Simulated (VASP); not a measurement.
# Si (I4/mmm) in VASP: a series of runs, part 2 of 2

VASP 6.6.1.

## (4) Single point, LDA

This run uses another cell than the first one, of 20.80 Å³/atom.

INCAR reads:

```
SYSTEM = Si
PREC = Accurate
ENCUT = 520
EDIFF = 1E-7
ISMEAR = 0
SIGMA = 0.01
LREAL = .False.
LASPH = .True.
NELM = 60
ALGO = Normal
ISIF = 2
LWAVE = .False.
LCHARG = .False.
GGA = CA
NBANDS = 16
```

KPOINTS reads:

```
Automatic mesh
0
Gamma
  10 10 10
  0 0 0
```

POSCAR reads:

```
Si
1.0
   -3.3012718576      3.3012718576      1.9083649477
    3.3012718576     -3.3012718576      1.9083649477
    3.3012718576      3.3012718576     -1.9083649477
Si
4
Direct
    0.1788433299      0.1788433299      0.3576866599
    0.8211566701      0.8211566701      0.6423133401
    0.1788433299      0.8211566701      0.0000000000
    0.8211566701      0.1788433299      0.0000000000
```

Potentials or basis: VASP PAW LDA potentials, release 64 (Si).

Run with:

```sh
$ cat potpaw_LDA.64/Si/POTCAR > POTCAR
$ mpirun -np 1 vasp_std > vasp.out
```

OUTCAR:

```text
SYSTEM = Si
   PREC = Accurate
   ENCUT = 520
   EDIFF = 1E-7
   ISMEAR = 0
   LREAL = .False.
   LASPH = .True.
   NELM = 60
   ISIF = 2
   GGA = CA

 ion  position               nearest neighbor table
   1  0.179  0.179  0.358-   2 2.33   2 2.33   3 2.36   4 2.36
   2  0.821  0.821  0.642-   1 2.33   1 2.33   4 2.36   3 2.36
   3  0.179  0.821  0.000-   4 2.33   4 2.33   2 2.36   1 2.36
   4  0.821  0.179  0.000-   3 2.33   3 2.33   2 2.36   1 2.36

  LATTYP: Found a body centered tetragonal cell.
 ALAT       =     6.6025437152
 C/A-ratio  =     0.5780696138

  Lattice vectors:

 A1 = (  -3.3012718576,   3.3012718576,   1.9083649477)
 A2 = (   3.3012718576,  -3.3012718576,   1.9083649477)
 A3 = (   3.3012718576,   3.3012718576,  -1.9083649477)

Analysis of symmetry for initial positions (statically):
=====================================================================
 Subroutine PRICEL returns:
 Original cell was already a primitive cell.

 Routine SETGRP: Setting up the symmetry group for a
 body centered tetragonal supercell.

 Subroutine GETGRP returns: Found 16 space group operations
 (whereof 16 operations were pure point group operations)
[... 166 lines left out ...]

  energy without entropy =      -23.38201504  energy(sigma->0) =      -23.38201504

 E-fermi :   5.6864     XC(G=0):  -9.3870

 val. band max:        5.6036552073   @ k =   0.5000   0.5000   0.5000
 cond. band min:       5.8010900816   @ k =  -0.1000  -0.2000   0.1000
 fundamental gap:      0.1974348743
 Fermi energy:         5.6863907285

 k-point     1 :       0.0000    0.0000    0.0000
  band No.  band energies     occupation
      1      -6.5926      2.00000
      2      -2.2739      2.00000
      3      -0.0308      2.00000
      4      -0.0308      2.00000
      5       1.7467      2.00000
      6       4.0874      2.00000
[... 433 lines left out ...]
      3      -1.5760      2.00000
      4       0.5038      2.00000
      5       1.2929      2.00000
      6       2.5403      2.00000
[... 8 lines left out ...]
     15      11.7028      0.00000
     16      12.4349      0.00000

 [... further k-points ...]
[... 5 lines left out ...]
  --------------------------------------------------------------------------------------
  -------------------------------------------------------------------------------------
  Total        0.0459200      0.0459200     -0.0030590      0.0000000      0.0000000     -0.0000000
  in kB        0.8843594      0.8843594     -0.0589121      0.0000000      0.0000000     -0.0000000
  external PRESSURE =       0.5699356 kB  Pullay stress =       0.0000000 kB

 VOLUME and BASIS-vectors are now :
 -----------------------------------------------------------------------------
  energy-cutoff  :      520.00
  volume of cell :       83.19
      direct lattice vectors                 reciprocal lattice vectors
    -3.301271858  3.301271858  1.908364948     0.000000000  0.151456778  0.262004393
     3.301271858 -3.301271858  1.908364948     0.151456778  0.000000000  0.262004393
     3.301271858  3.301271858 -1.908364948     0.151456778  0.151456778  0.000000000

 POSITION                                       TOTAL-FORCE (eV/Angst)
 -----------------------------------------------------------------------------------
      1.18082      1.18082     -0.00000        -0.001409     -0.001409      0.000000
      2.12045      2.12045      1.90836         0.001409      0.001409      0.000000
      2.12045     -2.12045      1.90836         0.001409     -0.001409     -0.000000
     -2.12045      2.12045      1.90836        -0.001409      0.001409     -0.000000
 -----------------------------------------------------------------------------------
    total drift:                               -0.000000     -0.000000      0.000000

  FREE ENERGIE OF THE ION-ELECTRON SYSTEM (eV)
  ---------------------------------------------------
  free  energy   TOTEN  =       -23.3820150402 eV

  energy  without entropy=      -23.3820150402  energy(sigma->0) =      -23.38201504
```

OSZICAR:

```text
N       E                     dE             d eps       ncg     rms          rms(c)
DAV:   1     0.231964134242E+02    0.23196E+02   -0.58454E+03  3264   0.811E+02
DAV:   2    -0.220959616695E+02   -0.45292E+02   -0.40802E+02  4552   0.117E+02
DAV:   3    -0.239813491895E+02   -0.18854E+01   -0.18697E+01  4440   0.226E+01
DAV:   4    -0.240059273392E+02   -0.24578E-01   -0.24574E-01  4144   0.335E+00
DAV:   5    -0.240064413786E+02   -0.51404E-03   -0.51402E-03  4512   0.457E-01    0.719E+00
DAV:   6    -0.235661766968E+02    0.44026E+00   -0.20399E-01  3672   0.214E+00    0.429E+00
DAV:   7    -0.233817250175E+02    0.18445E+00   -0.33803E-01  4072   0.274E+00    0.437E-01
DAV:   8    -0.233818611888E+02   -0.13617E-03   -0.32665E-02  3856   0.982E-01    0.198E-01
DAV:   9    -0.233820132352E+02   -0.15205E-03   -0.15989E-03  4456   0.229E-01    0.884E-02
DAV:  10    -0.233820156889E+02   -0.24537E-05   -0.30241E-04  4048   0.889E-02    0.336E-02
DAV:  11    -0.233820157598E+02   -0.70925E-07   -0.19557E-05  4288   0.251E-02    0.118E-02
DAV:  12    -0.233820150621E+02    0.69779E-06   -0.42971E-06  4136   0.108E-02    0.277E-03
DAV:  13    -0.233820150402E+02    0.21873E-07   -0.76156E-07  4192   0.450E-03
   1 F= -.23382015E+02 E0= -.23382015E+02  d E =-.210995E-34
```

stdout:

```text
POSCAR found type information on POSCAR Si
 POSCAR found :  1 types and       4 ions
 scaLAPACK will be used
 LDA part: xc-table for (Slater(with rela. corr.)+CA(PZ))
 , standard interpolation
 POSCAR, INCAR and KPOINTS ok, starting setup
 FFT: planning ... GRIDC
 FFT: planning ... GRID_SOFT
 FFT: planning ... GRID
 WAVECAR not read
 entering main loop
```

Run time: 61 s. Hardware: 1 thread of Intel Xeon 6975P-C (Granite Rapids), shared host; peak memory 0.24 GiB.

What came out:

* Free energy: -23.3820 eV
* Pressure: 0.1 GPa
* Band gap on the k mesh: 0.20 eV (least direct gap 0.26 eV)

## (5) Single point, LDA

This run uses another cell than the first one, of 20.80 Å³/atom.

INCAR reads:

```
SYSTEM = Si
ALGO     = Normal         ! electronic algorithm
EDIFF    = 1E-6           ! SCF threshold, eV
ENCUT    = 520            ! plane-wave cutoff, eV
ISIF     = 2              ! what is computed and relaxed
ISMEAR   = 0              ! smearing method
LASPH    = .True.         ! aspherical terms in the spheres
LCHARG   = .False.        ! write CHGCAR
LREAL    = .False.        ! projectors in reciprocal space
LWAVE    = .False.        ! write WAVECAR
NBANDS   = 16             ! bands
NELM     = 100            ! most SCF steps
PREC     = Accurate       ! precision mode
SIGMA    = 0.01           ! smearing width, eV
```

KPOINTS reads:

```
k-points
0
Gamma
  10 10 10
  0 0 0
```

POSCAR is that of step 4.

Potentials or basis: VASP PAW LDA potentials, release 64 (Si).

Run with:

```sh
$ cat potpaw_LDA.64/Si/POTCAR > POTCAR
$ mpirun -np 1 vasp_std > vasp.out
```

OUTCAR:

```text
SYSTEM = Si
   EDIFF = 1E-6
   ENCUT = 520
   ISIF = 2
   ISMEAR = 0
   LASPH = .True.
   LREAL = .False.
   NELM = 100
   PREC = Accurate

 ion  position               nearest neighbor table
   1  0.179  0.179  0.358-   2 2.33   2 2.33   3 2.36   4 2.36
   2  0.821  0.821  0.642-   1 2.33   1 2.33   4 2.36   3 2.36
   3  0.179  0.821  0.000-   4 2.33   4 2.33   2 2.36   1 2.36
   4  0.821  0.179  0.000-   3 2.33   3 2.33   2 2.36   1 2.36

  LATTYP: Found a body centered tetragonal cell.
 ALAT       =     6.6025437152
 C/A-ratio  =     0.5780696138

  Lattice vectors:

 A1 = (  -3.3012718576,   3.3012718576,   1.9083649477)
 A2 = (   3.3012718576,  -3.3012718576,   1.9083649477)
 A3 = (   3.3012718576,   3.3012718576,  -1.9083649477)

Analysis of symmetry for initial positions (statically):
=====================================================================
 Subroutine PRICEL returns:
 Original cell was already a primitive cell.

 Routine SETGRP: Setting up the symmetry group for a
 body centered tetragonal supercell.

 Subroutine GETGRP returns: Found 16 space group operations
 (whereof 16 operations were pure point group operations)
 out of a pool of 16 trial point group operations.

[... 166 lines left out ...]

 E-fermi :   5.6866     XC(G=0):  -9.3870

 val. band max:        5.6039515629   @ k =   0.5000   0.5000   0.5000
 cond. band min:       5.8011877463   @ k =  -0.1000  -0.2000   0.1000
 fundamental gap:      0.1972361834
 Fermi energy:         5.6865855886

 k-point     1 :       0.0000    0.0000    0.0000
  band No.  band energies     occupation
      1      -6.5924      2.00000
      2      -2.2737      2.00000
      3      -0.0306      2.00000
      4      -0.0306      2.00000
      5       1.7470      2.00000
      6       4.0876      2.00000
[... 433 lines left out ...]
      3      -1.5758      2.00000
      4       0.5040      2.00000
      5       1.2930      2.00000
      6       2.5404      2.00000
[... 8 lines left out ...]
     15      11.7029      0.00000
     16      12.4350      0.00000

 [... further k-points ...]
[... 5 lines left out ...]
  --------------------------------------------------------------------------------------
  -------------------------------------------------------------------------------------
  Total        0.0432514      0.0432514     -0.0065089      0.0000000      0.0000000     -0.0000000
  in kB        0.8329643      0.8329643     -0.1253526      0.0000000      0.0000000     -0.0000000
  external PRESSURE =       0.5135254 kB  Pullay stress =       0.0000000 kB

 VOLUME and BASIS-vectors are now :
 -----------------------------------------------------------------------------
  energy-cutoff  :      520.00
  volume of cell :       83.19
      direct lattice vectors                 reciprocal lattice vectors
    -3.301271858  3.301271858  1.908364948     0.000000000  0.151456778  0.262004393
     3.301271858 -3.301271858  1.908364948     0.151456778  0.000000000  0.262004393
     3.301271858  3.301271858 -1.908364948     0.151456778  0.151456778  0.000000000

 POSITION                                       TOTAL-FORCE (eV/Angst)
 -----------------------------------------------------------------------------------
      1.18082      1.18082     -0.00000        -0.001303     -0.001303      0.000000
      2.12045      2.12045      1.90836         0.001303      0.001303     -0.000000
      2.12045     -2.12045      1.90836         0.001303     -0.001303     -0.000000
     -2.12045      2.12045      1.90836        -0.001303      0.001303      0.000000
 -----------------------------------------------------------------------------------
    total drift:                               -0.000000     -0.000000      0.000000

  FREE ENERGIE OF THE ION-ELECTRON SYSTEM (eV)
  ---------------------------------------------------
  free  energy   TOTEN  =       -23.3820150621 eV

  energy  without entropy=      -23.3820150621  energy(sigma->0) =      -23.38201506
```

OSZICAR:

```text
N       E                     dE             d eps       ncg     rms          rms(c)
DAV:   1     0.231964134242E+02    0.23196E+02   -0.58454E+03  3264   0.811E+02
DAV:   2    -0.220959616695E+02   -0.45292E+02   -0.40802E+02  4552   0.117E+02
DAV:   3    -0.239813491895E+02   -0.18854E+01   -0.18697E+01  4440   0.226E+01
DAV:   4    -0.240059273392E+02   -0.24578E-01   -0.24574E-01  4144   0.335E+00
DAV:   5    -0.240064413786E+02   -0.51404E-03   -0.51402E-03  4512   0.457E-01    0.719E+00
DAV:   6    -0.235661766968E+02    0.44026E+00   -0.20399E-01  3672   0.214E+00    0.429E+00
DAV:   7    -0.233817250175E+02    0.18445E+00   -0.33803E-01  4072   0.274E+00    0.437E-01
DAV:   8    -0.233818611888E+02   -0.13617E-03   -0.32665E-02  3856   0.982E-01    0.198E-01
DAV:   9    -0.233820132352E+02   -0.15205E-03   -0.15989E-03  4456   0.229E-01    0.884E-02
DAV:  10    -0.233820156889E+02   -0.24537E-05   -0.30241E-04  4048   0.889E-02    0.336E-02
DAV:  11    -0.233820157598E+02   -0.70925E-07   -0.19557E-05  4288   0.251E-02    0.118E-02
DAV:  12    -0.233820150621E+02    0.69780E-06   -0.42971E-06  4128   0.108E-02
   1 F= -.23382015E+02 E0= -.23382015E+02  d E =-.249555E-34
```

Run time: 58 s. Hardware: 1 thread of Intel Xeon 6975P-C (Granite Rapids), shared host; peak memory 0.24 GiB.

What came out:

```
Free energy            : -23.3820 eV
Pressure               : 0.1 GPa
Band gap on the k mesh : 0.20 eV (least direct gap 0.26 eV)
```

Stress tensor (GPa, compression positive):
```
 0.08  0.00  0.00
 0.00  0.08  0.00
 0.00  0.00 -0.01
```

A k mesh can miss the band edges.

## (6) The runs side by side

```tsv
cell	gap on the mesh (eV)	pressure (GPa)
a = 4.935 Å, angles 98.3, 98.3, 135.3°, 4 atoms, atomic positions A	none	6.3
a = 4.991 Å, angles 98.3, 98.3, 135.5°, 4 atoms, atomic positions B	0.10	2.9
a = 5.044 Å, angles 98.2, 98.2, 135.5°, 4 atoms, atomic positions C	0.20	0.1
```

Alike in all rows: task single point; level LDA; potentials or basis VASP PAW LDA potentials, release 64 (Si); no spin polarisation; k mesh 10 × 10 × 10; cutoff (eV) 520; smearing gaussian 0.01 eV.

Caveats: the cell stands under pressure (at least some runs); semilocal functionals underestimate gaps, and a narrow one can read as zero (at least some runs).

Absolute energies hang on the potentials; compare differences alone.

The gap in the log of VASP goes by the Fermi energy; the results here count the filled bands.